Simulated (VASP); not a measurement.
Input of a VASP 6.6.1 run:

File INCAR:

```
PREC = Accurate ; ENCUT = 840
EDIFF = 1E-6 ; ISMEAR = 0
SIGMA = 0.05 ; LREAL = False
LASPH = True ; NELM = 120
ALGO = Normal ; ISIF = 2
LWAVE = False ; LCHARG = False
GGA = CA ; NBANDS = 15
GGA_COMPAT = False
```

KPOINTS

```
regular mesh
0
Gamma
  9 9 8
```

Contents of POSCAR:

```
MgO
1.0
    2.9380209034      0.0000000000      0.0000000000
   -1.4690104517      2.5444007392      0.0000000000
    0.0000000000      0.0000000000      2.6796800000
Mg O
1 1
Direct
    0.0000000000      0.0000000000      0.0000000000
    0.3333333333      0.6666666667      0.4906705278
```

Potentials or basis: VASP PAW LDA potentials, release 64 (Mg_sv, O).

Command:

```console
$ cat potpaw_LDA.64/Mg_sv/POTCAR potpaw_LDA.64/O/POTCAR > POTCAR
$ mpirun -np 1 vasp_std > vasp.out
```

Problem. What does it give for the band gap on the k mesh?

Solution. 2.96 eV (least direct gap 3.36 eV).

Problem. What does it give for the pressure?

Solution. -9.0 GPa.

Forces in eV/Å, atoms in the order of the input:
```
Mg   0.000  0.000 -0.074
O    0.000  0.000  0.074
```

Caveat: the cell differs from its parent crystal (all O atoms moved +0.025 Å, as atom 2 towards its neighbour atom 2 (O) at 2.680 Å); the cell stands under tension. A k mesh can miss the band edges.
